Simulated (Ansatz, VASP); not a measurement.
**FeSi in VASP and in Ansatz**

```xyz
8
Lattice="4.4030 0.0000 0.0000 0.0000 4.4030 0.0000 0.0000 0.0000 4.4030" Properties=species:S:1:pos:R:3 pbc="T T T"
Fe    0.5988    0.5988    0.5988
Fe    1.6027    3.8043    2.8003
Fe    2.8003    1.6027    3.8043
Fe    3.8043    2.8003    1.6027
Si    3.7017    3.7017    3.7017
Si    2.9029    0.7014    1.5002
Si    1.5002    2.9029    0.7014
Si    0.7014    1.5002    2.9029
```

Alike in both runs: task relaxation of the atoms; functional PBE; k mesh 8 × 8 × 8; occupations gaussian, width 0.01 eV; no spin polarisation.

|  | VASP | Ansatz |
| --- | --- | --- |
| version | VASP 6.6.1 | Ansatz 0.2.0 |
| potentials or method | VASP PAW PBE potentials, release 64 (Fe, Si), cutoff 520 eV | scalar-relativistic, plane waves, PAW |
| valence electrons in the cell | 48 | 80 |

```csv
,VASP,Ansatz,Ansatz less VASP
"gap on the k mesh at the Fermi level, each at its own relaxed structure (eV)",0.16,0.17,+0.009
```

VASP's potentials hold 48 valence electrons a cell and Ansatz's 80, so a difference there can come from the potentials and not from the codes. Ansatz's warnings: stress scf threshold loose.
